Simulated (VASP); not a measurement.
# Mg7ZnO8 (P1) in VASP: relaxation of volume and atoms at fixed shape with PBEsol

Aim: the relaxation of volume and atoms at fixed shape of Mg7ZnO8 with PBEsol.

All numbers are computed with VASP 6.6.1; they aren't measurements. Logs are shortened: lines on timing, memory, paths and dates and some standing lists are left out, and cuts for length are marked.

### Step 1. The cell of the first run

The typed cell holds 64 atoms: a = 8.441 Å, b = 8.441 Å, c = 8.441 Å, α = 90.00°, β = 90.00°, γ = 90.00°.

### Step 2. Relaxation of volume and atoms at fixed shape, PBEsol

Contents of INCAR:

```
PREC = Accurate
ENCUT = 600
EDIFF = 1E-7
ISMEAR = -1
SIGMA = 0.05
LREAL = Auto
LASPH = T
NELM = 60
ALGO = Normal
ISIF = 8
LWAVE = F
LCHARG = F
GGA = PS
IBRION = 2
NSW = 100
EDIFFG = -0.03
ISYM = 0
```

Contents of KPOINTS:

```
Automatic mesh
0
Gamma
  1 1 1
  0.25 0.25 0.25
```

Contents of POSCAR:

```
Mg7ZnO8
1.0
    8.4409800000      0.0000000000      0.0000000000
    0.0000000000      8.4409800000      0.0000000000
    0.0000000000      0.0000000000      8.4409800000
O Zn Mg
32 4 28
Direct
    0.2507440000      0.0032680000      0.0011070000
    0.2500630000      0.0026470000      0.5006410000
    0.2480240000      0.4992200000      0.9992380000
    0.2513860000      0.5007200000      0.5000470000
    0.7521690000      0.0021810000      0.9974960000
    0.7519010000      0.0014030000      0.5002010000
    0.7510030000      0.4972740000      0.0016620000
    0.7499540000      0.4997510000      0.4990300000
    0.0003230000      0.2491620000      0.9997740000
    0.9988060000      0.2508630000      0.5001460000
    0.9998200000      0.7502220000      0.9995010000
    0.0003050000      0.7534080000      0.4965150000
    0.5047270000      0.2476810000      0.9984440000
    0.4958860000      0.2483720000      0.4987160000
    0.4978030000      0.7545860000      0.9990150000
    0.4993370000      0.7524170000      0.4938470000
    0.9993710000      0.9982200000      0.2495910000
    0.9980240000      0.9985620000      0.7496450000
    0.9964340000      0.4972190000      0.2527470000
    0.0016830000      0.4974880000      0.7480920000
    0.5011620000      0.0008020000      0.2479400000
    0.5009950000      0.0033480000      0.7528860000
    0.5014390000      0.5034510000      0.2499130000
    0.4996810000      0.4960100000      0.7482430000
    0.2449360000      0.2515150000      0.2498090000
    0.2555540000      0.2524660000      0.7467660000
    0.2516980000      0.7488570000      0.2481150000
    0.2500270000      0.7530120000      0.7490830000
    0.7434270000      0.2481310000      0.2511270000
    0.7534790000      0.2460340000      0.7519420000
    0.7555140000      0.7523940000      0.2515020000
    0.7544680000      0.7532820000      0.7528060000
    0.0007850000      0.0001590000      0.0064030000
    0.9967170000      0.0028850000      0.5000520000
    0.2522960000      0.4947350000      0.7468890000
    0.7488330000      0.5030850000      0.2467330000
    0.9993260000      0.5029070000      0.0038740000
    0.9981650000      0.4981530000      0.5035850000
    0.4965220000      0.0025310000      0.9987200000
    0.5016760000      0.0017560000      0.5028450000
    0.4966950000      0.5039910000      0.0003430000
    0.4999430000      0.5024360000      0.4981000000
    0.2501100000      0.2491730000      0.0022240000
    0.2485870000      0.2515550000      0.5003300000
    0.2500220000      0.7488520000      0.9991320000
    0.2549210000      0.7539970000      0.5009760000
    0.7487330000      0.2509890000      0.9976470000
    0.7479970000      0.2437820000      0.5020530000
    0.7507360000      0.7544720000      0.0016190000
    0.7502260000      0.7526240000      0.4991680000
    0.2515700000      0.9971120000      0.2473580000
    0.2531550000      0.9984760000      0.7506550000
    0.2482060000      0.4999390000      0.2477520000
    0.7496480000      0.9951600000      0.2489820000
    0.7509950000      0.0011380000      0.7523030000
    0.7498430000      0.4997110000      0.7491200000
    0.0008580000      0.2471700000      0.2466580000
    0.0004340000      0.2508660000      0.7488490000
    0.0011850000      0.7519810000      0.2488750000
    0.0003890000      0.7480290000      0.7498340000
    0.4988730000      0.2503370000      0.2511520000
    0.4947010000      0.2455530000      0.7522110000
    0.4989270000      0.7517510000      0.2469480000
    0.4992950000      0.7496270000      0.7487450000
```

Potentials or basis: VASP PAW PBE potentials, release 64 (O, Zn, Mg).

Command:

```
cat potpaw_PBE.64/O/POTCAR potpaw_PBE.64/Zn/POTCAR potpaw_PBE.64/Mg/POTCAR > POTCAR
mpirun -np 1 vasp_std > vasp.out
```

OUTCAR:

```text
PREC = Accurate
   ENCUT = 600
   EDIFF = 1E-7
   ISMEAR = -1
   LREAL = Auto
   LASPH = T
   NELM = 60
   ISIF = 8
   GGA = PS
   IBRION = 2
   NSW = 100
   EDIFFG = -0.03
   ISYM = 0

 ion  position               nearest neighbor table
   1  0.251  0.003  0.001-  39 2.07  43 2.08  51 2.08  33 2.11  52 2.11  45 2.15
   2  0.250  0.003  0.501-  46 2.10  44 2.10  52 2.11  40 2.12  34 2.14  51 2.14
   3  0.248  0.499  0.999-  53 2.10  41 2.10  37 2.10  45 2.11  43 2.11  35 2.13
   4  0.251  0.501  0.500-  35 2.08  42 2.10  44 2.10  53 2.13  38 2.14  46 2.14
   5  0.752  0.002  0.997-  55 2.07  49 2.09  33 2.10  47 2.10  54 2.12  39 2.16
   6  0.752  0.001  0.500-  48 2.05  34 2.07  50 2.10  40 2.11  54 2.12  55 2.13
[... 73 lines left out ...]
                            60 2.98  58 2.98  64 2.99  42 2.99  50 3.00  48 3.00  37 3.01  41 3.01
  57  0.001  0.247  0.247-  25 2.06   9 2.08  17 2.10  19 2.11  10 2.14  29 2.17  33 2.91  43 2.95
                            34 2.97  37 2.98  53 2.99  51 2.99  47 2.99  44 2.99  54 3.00  36 3.03
  58  0.000  0.251  0.749-  20 2.08  30 2.09  10 2.10   9 2.12  18 2.13  26 2.15  38 2.94  35 2.96
                            44 2.96  34 2.97  55 2.98  48 2.98  56 2.98  47 2.99  43 3.00  52 3.01
  59  0.001  0.752  0.249-  31 2.07  17 2.08  12 2.09  11 2.11  27 2.11  19 2.15  33 2.93  37 2.95
                            54 2.95  51 2.96  49 2.97  45 2.98  53 2.98  50 2.99  36 2.99  34 3.00
  60  0.000  0.748  0.750-  32 2.08  11 2.11  28 2.11  18 2.11  20 2.11  12 2.14  38 2.96  56 2.98
                            45 2.98  37 2.98  50 2.99  49 2.99  55 3.00  52 3.00  46 3.01  34 3.01
  61  0.499  0.250  0.251-  29 2.06  14 2.09  21 2.11  13 2.13  23 2.14  25 2.14  43 2.97  42 2.98
                            44 2.98  48 2.99  39 2.99  53 2.99  40 2.99  51 2.99  36 3.00  47 3.00
  62  0.495  0.246  0.752-  26 2.02  22 2.05  13 2.08  24 2.11  14 2.14  30 2.18  52 2.92  39 2.92
                            35 2.93  40 2.94  43 2.95  44 2.97  47 2.98  55 2.99  48 3.01  41 3.02
  63  0.499  0.752  0.247-  16 2.08  27 2.09  15 2.09  23 2.10  21 2.10  31 2.17  51 2.94  54 2.95
                            41 2.95  45 2.96  49 2.97  46 2.97  36 2.98  39 2.98  42 2.99  53 3.00
  64  0.499  0.750  0.749-  28 2.10  15 2.11  24 2.14  22 2.14  16 2.15  32 2.15  46 2.94  52 2.95
                            41 2.97  42 2.97  40 2.97  45 2.98  56 2.99  50 2.99  35 3.00  39 3.00

IMPORTANT INFORMATION: All symmetrisations will be switched off!
NOSYMM: (Re-)initialisation of all symmetry stuff for point group C_1.

----------------------------------------------------------------------------------------

                                     Primitive cell

  volume of cell :     601.4210

  direct lattice vectors                    reciprocal lattice vectors
     8.440980000  0.000000000  0.000000000     0.118469656  0.000000000  0.000000000
     0.000000000  8.440980000  0.000000000     0.000000000  0.118469656  0.000000000
     0.000000000  0.000000000  8.440980000     0.000000000  0.000000000  0.118469656

  length of vectors
     8.440980000  8.440980000  8.440980000     0.118469656  0.118469656  0.118469656

  position of ions in fractional coordinates (direct lattice)
     0.250744000  0.003268000  0.001107000
     0.250063000  0.002647000  0.500641000
     0.248024000  0.499220000  0.999238000
     0.251386000  0.500720000  0.500047000
     0.752169000  0.002181000  0.997496000
     0.751901000  0.001403000  0.500201000
[... 56 lines left out ...]
     0.498927000  0.751751000  0.246948000
     0.499295000  0.749627000  0.748745000

  ion indices of the primitive-cell ions
   primitive index   ion index
                 1           1
                 2           2
                 3           3
                 4           4
                 5           5
                 6           6
[... 56 lines left out ...]
                63          63
                64          64

----------------------------------------------------------------------------------------

 KPOINTS: Automatic mesh

Automatic generation of k-mesh.
 Grid dimensions read from file:
 generate k-points for:    1    1    1

 Generating k-lattice:

  Cartesian coordinates                     Fractional coordinates (reciprocal lattice)
     0.118469656  0.000000000  0.000000000     1.000000000  0.000000000  0.000000000
     0.000000000  0.118469656  0.000000000     0.000000000  1.000000000  0.000000000
     0.000000000  0.000000000  0.118469656     0.000000000  0.000000000  1.000000000

  Length of vectors
     0.118469656  0.118469656  0.118469656

  Shift w.r.t. Gamma in fractional coordinates (k-lattice)
     0.250000000  0.250000000  0.250000000

 Subroutine IBZKPT returns following result:
 ===========================================

 Found      4 irreducible k-points:

 Following reciprocal coordinates:
            Coordinates               Weight
  0.250000  0.250000  0.250000      2.000000
 -0.250000  0.250000  0.250000      2.000000
 -0.250000 -0.250000  0.250000      2.000000
  0.250000 -0.250000  0.250000      2.000000
   k-points           NKPTS =      4   k-points in BZ     NKDIM =      4   number of bands    NBANDS=    181
   number of dos      NEDOS =    301   number of ions     NIONS =     64
   total plane-waves  NPLWV = 343000
   dimension x,y,z NGX =    70 NGY =   70 NGZ =   70
   dimension x,y,z NGXF=   140 NGYF=  140 NGZF=  140
   ions per type =              32   4  28
   NGX,Y,Z   is equivalent  to a cutoff of  13.79, 13.79, 13.79 a.u.
   NGXF,Y,Z  is equivalent  to a cutoff of  27.57, 27.57, 27.57 a.u.
 SYSTEM =  unknown system
   PREC   = accura    normal or accurate (medium, high low for compatibility)
   ISTART =      0    job   : 0-new  1-cont  2-samecut
   ICHARG =      2    charge: 1-file 2-atom 10-const
   ISPIN  =      1    spin polarized calculation?
   LNONCOLLINEAR =      F non collinear calculations
   LSORBIT =      F    spin-orbit coupling
   LASPH  =      T    aspherical Exc in radial PAW
   ENCUT  =  600.0 eV  44.10 Ry    6.64 a.u.  16.86 16.86 16.86*2*pi/ulx,y,z
   NELM   =     60;   NELMIN=  2; NELMDL= -5     # of ELM steps
   EDIFF  = 0.1E-06   stopping-criterion for ELM
   LREAL  =      T    real-space projection
   EDIFFG = -.3E-01   stopping-criterion for IOM
   NSW    =    100    number of steps for IOM
   IBRION =      2    ionic relax: 0-MD 1-quasi-New 2-CG
   NFREE  =      1    steps in history (QN), initial steepest desc. (CG)
   ISIF   =      8    stress and relaxation
   ISYM   =      0    0-nonsym 1-usesym 2-fastsym
   POTIM  = 0.5000    time-step for ionic-motion
   TEBEG  =    0.0;   TEEND  =   0.0 temperature during run
   PSTRESS=    0.0 pullay stress
   NELECT =     296.0000    total number of electrons
   NUPDOWN=      -1.0000    fix difference up-down
   EMIN   =  10.00;   EMAX   =-10.00  energy-range for DOS
   EFERMI =   0.00;   METHOD = LEGACY
   ISMEAR =    -1;   SIGMA  =   0.05  broadening in eV -4-tet -1-fermi 0-gaus
   EFERMI_NEDOS =   21; number of points for ismear=-14 and -15
   IALGO  =     38    algorithm
   IMIX   =      4    mixing-type and parameters
     AMIX     =   0.40;   BMIX     =  1.00
     AMIX_MAG =   1.60;   BMIX_MAG =  1.00
  volume/ion in A,a.u.               =       9.40        63.42
  Fermi-wavevector in a.u.,A,eV,Ry     =   1.292546  2.442557 22.730900  1.670674
  Thomas-Fermi vector in A             =   2.424247
   LORBIT       =      0    0 simple, 1 ext, 2 COOP (PROOUT), +10 PAW based schemes
   GGA     = PS    functional components
   LHFCALC =     F    Hartree Fock is set to
   AEXX    =    0.0000 exact exchange contribution
   IVDW    =     0    specifies the selected vdW correction
   LEPSILON=     F    determine dielectric tensor
   LRPA    =     F    only Hartree local field effects (RPA)
 conjugate gradient relaxation of ions
 non-spin polarized calculation
  energy-cutoff  :      600.00
  volume of cell :      601.42
 maximum number of plane-waves:     20098
 NGX is ok and might be reduce to    70
   NGX = 33   NGY = 33   NGZ = 33

--------------------------------------- Ionic step        1  -------------------------------------------

 number of electron     296.0000006 magnetization

 Free energy of the ion-electron system (eV)
  ---------------------------------------------------
  ext. energy  EPLUGINS =         0.00000000
  ---------------------------------------------------
  free energy    TOTEN  =      -387.95435357 eV

  energy without entropy =     -387.95435357  energy(sigma->0) =     -387.95435357

------------------------ aborting loop because EDIFF is reached ----------------------------------------

  FORCE on cell =-STRESS in cart. coord.  units (eV):
  Direction    XX          YY          ZZ          XY          YZ          ZX
  --------------------------------------------------------------------------------------
  -------------------------------------------------------------------------------------
  Total        0.0502081      0.1962460     -0.1823042     -0.0086479      0.0024803     -0.0013504
  in kB        0.1337537      0.5227966     -0.4856560     -0.0230380      0.0066076     -0.0035975
  external PRESSURE =       0.0569648 kB  Pullay stress =       0.0000000 kB
[... 671 lines left out ...]
  energy  without entropy=     -388.5887422846  energy(sigma->0) =     -388.58874228

--------------------------------------- Ionic step        8  -------------------------------------------

 number of electron     295.9999934 magnetization

 Free energy of the ion-electron system (eV)
  ---------------------------------------------------
  ext. energy  EPLUGINS =         0.00000000
  ---------------------------------------------------
  free energy    TOTEN  =      -388.59181323 eV

  energy without entropy =     -388.59181323  energy(sigma->0) =     -388.59181323

 E-fermi :   4.4948     XC(G=0): -11.4845

 val. band max:        3.2317236107   @ k =   0.2500  -0.2500   0.2500
 cond. band min:       7.8678331368   @ k =   0.2500  -0.2500   0.2500
 fundamental gap:      4.6361095261
 Fermi energy:         4.4947612463

 k-point     1 :       0.2500    0.2500    0.2500
  band No.  band energies     occupation
      1     -14.2111      2.00000
      2     -13.8417      2.00000
      3     -13.8176      2.00000
      4     -13.7789      2.00000
      5     -13.5215      2.00000
      6     -13.4876      2.00000
[... 641 lines left out ...]
    159      11.1127      0.00000
    160      11.1859      0.00000
 [bands above 160 left out]

------------------------ aborting loop because EDIFF is reached ----------------------------------------

  FORCE on cell =-STRESS in cart. coord.  units (eV):
  Direction    XX          YY          ZZ          XY          YZ          ZX
  --------------------------------------------------------------------------------------
  -------------------------------------------------------------------------------------
  Total       -0.0547489      0.2152884     -0.1332908      0.0009675     -0.0005904     -0.0076837
  in kB       -0.1463017      0.5753005     -0.3561839      0.0025855     -0.0015776     -0.0205327
  external PRESSURE =       0.0242717 kB  Pullay stress =       0.0000000 kB
[... 79 lines left out ...]
  FREE ENERGIE OF THE ION-ELECTRON SYSTEM (eV)
  ---------------------------------------------------
  free  energy   TOTEN  =      -388.5918132310 eV

  energy  without entropy=     -388.5918132309  energy(sigma->0) =     -388.59181323

 reached required accuracy - stopping structural energy minimisation
```

Run time: 1.6 h. Hardware: 1 thread of AMD EPYC 9R45 (Zen 5), shared host; peak memory 0.97 GiB.

Results:

```
Free energy                           : -388.5918 eV
Relaxed volume                        : 9.37 Å³/atom
Relaxed cell                          : a = 8.432 Å, b = 8.432 Å, c = 8.432 Å, α = 90.00°, β = 90.00°, γ = 90.00°
Space group after relaxing (to 0.1 Å) : Pmma (No. 51)
Energy gained by relaxing             : 10.0 meV/atom
Ionic steps                           : 8
Pressure after relaxing               : 0.0 GPa
Largest force after relaxing          : 0.030 eV/Å
Band gap on the k mesh                : 4.64 eV
```

Forces in eV/Å, atoms in the order of the input:
```
O   -0.009  0.006 -0.009
O   -0.016  0.004  0.013
O    0.004 -0.002  0.014
O   -0.005  0.001 -0.005
O    0.011 -0.006  0.009
O    0.005  0.007 -0.020
O    0.008 -0.006 -0.006
O    0.010 -0.006  0.013
O    0.019 -0.019 -0.013
O    0.008 -0.002 -0.007
O   -0.007  0.013  0.009
O    0.002  0.007 -0.018
O    0.013 -0.019  0.005
O    0.005 -0.016  0.002
O   -0.001  0.001  0.013
O   -0.009  0.001  0.002
O   -0.013  0.000 -0.016
O    0.001  0.016 -0.013
O    0.024  0.009 -0.002
O   -0.008  0.006  0.000
O    0.023  0.002 -0.002
O   -0.010 -0.001 -0.011
O   -0.003 -0.006  0.003
O    0.017 -0.002  0.004
O    0.003  0.015 -0.005
O    0.002  0.001  0.000
O   -0.008 -0.020  0.002
O   -0.016  0.011  0.008
O    0.004 -0.002  0.000
O    0.005  0.019 -0.013
O    0.006  0.007  0.001
O   -0.021 -0.010  0.004
Zn  -0.019  0.003 -0.011
Zn  -0.001 -0.007 -0.009
Zn  -0.012  0.011  0.016
Zn   0.001  0.003 -0.007
Mg  -0.001  0.010  0.000
Mg   0.014 -0.002  0.006
Mg  -0.004 -0.001 -0.003
Mg   0.008 -0.007  0.003
Mg   0.003 -0.007  0.012
Mg  -0.006 -0.009 -0.001
Mg   0.013 -0.018 -0.014
Mg   0.004  0.002  0.011
Mg  -0.002  0.007  0.011
Mg  -0.001 -0.004  0.008
Mg   0.004  0.000 -0.014
Mg   0.011 -0.006 -0.006
Mg  -0.018  0.005  0.003
Mg  -0.014 -0.005  0.001
Mg   0.002 -0.010  0.001
Mg  -0.004 -0.001  0.004
Mg   0.019 -0.005  0.008
Mg   0.006 -0.002 -0.004
Mg  -0.023  0.010 -0.010
Mg  -0.007  0.011  0.002
Mg   0.023  0.005 -0.009
Mg   0.002  0.005 -0.007
Mg  -0.002  0.006 -0.005
Mg  -0.016  0.012  0.006
Mg   0.005  0.004  0.010
Mg  -0.009 -0.007  0.014
Mg  -0.002 -0.012  0.018
Mg  -0.018  0.001  0.004
```

Step by step:
```tsv
step	energy change (eV)	largest force (eV/Å)	pressure (GPa)	volume (Å³)
1	0.0000	1.0765	0.01	601.42
2	-0.5427	0.3479	-0.42	601.45
3	-0.5526	0.3916	-0.44	601.45
4	-0.6189	0.1223	0.13	599.13
5	-0.6235	0.1088	0.35	598.33
6	-0.6337	0.0632	-0.08	599.89
7	-0.6344	0.0569	-0.22	600.42
8	-0.6375	0.0298	0.00	599.57
```

Levels at points of the mesh, in eV from the valence-band top:
```
           k point  band 144  band 145  band 146  band 147  band 148  band 149  band 150  band 151  band 152  band 153
(0.25, 0.25, 0.25)     -0.33     -0.31     -0.24     -0.16      0.00      4.64      5.79      6.04      6.45      6.82
```

Caveat: the PAW data sets were made with another functional, which shifts forces and pressure a little; a shifted mesh leaves out Γ, where band edges can lie. A k mesh can miss the band edges.
